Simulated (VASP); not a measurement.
Zn, 1 atom in the cell. Symmetry: R-3m, No. 166, trigonal system. Conventional cell: a = 3.380 Å, b = 3.380 Å, c = 4.577 Å, α = 90.00°, β = 90.00°, γ = 120.00°. Zn (site symmetry -3m) has 6 Zn at 2.48 Å within 3.3 Å. 

| Property | Result |
| --- | --- |
| Program | VASP 6.6.1 |
| Task | single point |
| Functional | PBEsol |
| Potentials or basis | VASP PAW PBE potentials, release 64 (Zn) |
| Cutoff | 520 eV |
| k mesh | 22 × 22 × 22 |
| Occupations | gaussian, width 0.15 eV |
| Spin | no spin polarisation |
| Dipole correction | no |
| Further INCAR settings | ALGO = Fast; EDIFF = 1e-07; NBANDS = 12 |

Potentials or basis: VASP PAW PBE potentials, release 64 (Zn).

Launch:

```sh
$ cat potpaw_PBE.64/Zn/POTCAR > POTCAR
$ mpirun -np 1 vasp_std > vasp.out
```

Hardware: 1 thread of Intel(R) Xeon(R) 6975P-C (Granite Rapids), on a shared host.

**Question.** How long does it take, and how much memory?

**Answer.** Run time: 44 s on 1 thread of Intel(R) Xeon(R) 6975P-C (Granite Rapids), with other jobs on the host, peak memory 0.27 GiB. Counts: scf iterations 12, k points 1024.
